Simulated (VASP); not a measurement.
Wanted: the native input for a VASP 6.6.1 run.

| Property | Result |
| --- | --- |
| Task | single point |
| Functional | PBEsol |
| Potentials or basis | VASP PAW PBE potentials, release 64 (Te) |
| Cutoff | 520 eV |
| k mesh | 6 × 6 × 6 |
| Occupations | gaussian, width 0.1 eV |
| Spin | no spin polarisation |
| Dipole correction | no |
| Further INCAR settings | ALGO = Normal; EDIFF = 1e-07; NBANDS = 48 |

The structure of Te lies in POSCAR:

```
Te
1.0
    4.3213111157      2.4949101359      6.0163196687
   -4.3213111157      2.4949101359      6.0163196687
    0.0000000000     -4.9898202718      6.0163196687
Te
12
Direct
    0.1182335887      0.5064709659      0.1182335887
    0.1182335887      0.1182335887      0.5064709659
    0.5064709659      0.1182335887      0.1182335887
    0.8817664113      0.4935290341      0.8817664113
    0.4935290341      0.8817664113      0.8817664113
    0.8817664113      0.8817664113      0.4935290341
    0.2946703267      0.6535389991      0.2946703267
    0.2946703267      0.2946703267      0.6535389991
    0.6535389991      0.2946703267      0.2946703267
    0.7053296733      0.3464610009      0.7053296733
    0.3464610009      0.7053296733      0.7053296733
    0.7053296733      0.7053296733      0.3464610009
```

These files were run (other wordings do the same):

INCAR

```
SYSTEM = Te
ALGO     = Normal         ! electronic algorithm
EDIFF    = 1E-7           ! SCF threshold, eV
ENCUT    = 520            ! plane-wave cutoff, eV
GGA      = PS             ! functional
ISIF     = 2              ! what is computed and relaxed
ISMEAR   = 0              ! smearing method
LASPH    = .True.         ! aspherical terms in the spheres
LCHARG   = .False.        ! write CHGCAR
LREAL    = .False.        ! projectors in reciprocal space
LWAVE    = .False.        ! write WAVECAR
NBANDS   = 48             ! bands
NELM     = 100            ! most SCF steps
PREC     = Accurate       ! precision mode
SIGMA    = 0.1            ! smearing width, eV
```

KPOINTS

```
k-points
0
Gamma
  6 6 6
  0 0 0
```

Potentials or basis: VASP PAW PBE potentials, release 64 (Te).

Command:

```bash
$ cat potpaw_PBE.64/Te/POTCAR > POTCAR
$ mpirun -np 1 vasp_std > vasp.out
```

It gave:

| Property | Result |
| --- | --- |
| Pressure | 0.0 GPa |
| Largest force | 0.008 eV/Å |
| Band gap on the k mesh | zero (bands 36 and 37 overlap by 0.58 eV) |

Caveat: the PAW data sets were made with another functional, which shifts forces and pressure a little; spin-orbit coupling is left out, which moves the levels of the heavy elements.

Run time: 15 min on 1 thread of Intel(R) Xeon(R) Platinum 8259CL CPU @ 2.50GHz (Skylake/Cascade Lake) (shared host), peak memory 0.72 GiB.
